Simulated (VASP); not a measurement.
A run of VASP 6.6.1:

The input INCAR:

```
SYSTEM = SnO2
  PREC = Accurate
  ENCUT = 600
  EDIFF = 1E-7
  ISMEAR = -1
  SIGMA = 0.08
  LREAL = .False.
  LASPH = .True.
  NELM = 80
  ALGO = Normal
  ISIF = 3
  LWAVE = .False.
  LCHARG = .False.
  GGA = PE
  IBRION = 2
  NSW = 60
  EDIFFG = -0.005
  PSTRESS = 0.28
```

Contents of KPOINTS:

```
Automatic mesh
0
Gamma
  11 11 11
  0 0 0
```

The input POSCAR:

```
SnO2
1.0
    0.0000000000      2.6619817383      2.6619817383
    2.6619817383      0.0000000000      2.6619817383
    2.6619817383      2.6619817383      0.0000000000
Sn O
1 2
Direct
    0.0000000000      0.0000000000      0.0000000000
    0.2500000000      0.2500000000      0.2500000000
    0.7500000000      0.7500000000      0.7500000000
```

Potentials or basis: VASP PAW PBE potentials, release 64 (Sn_d, O).

Run with:

```sh
$ cat potpaw_PBE.64/Sn_d/POTCAR potpaw_PBE.64/O/POTCAR > POTCAR
$ mpirun -np 1 vasp_std > vasp.out
```

Hardware: 1 thread of Intel(R) Xeon(R) Platinum 8488C (Sapphire Rapids), with other jobs on the host.

Q: How long does it take, and how much memory?

A: Wall time 3.3 min on 1 thread of Intel(R) Xeon(R) Platinum 8488C (Sapphire Rapids), on a shared host, peak memory 0.2 GiB. Counts: scf iterations 61, k points 56, ion steps 6.
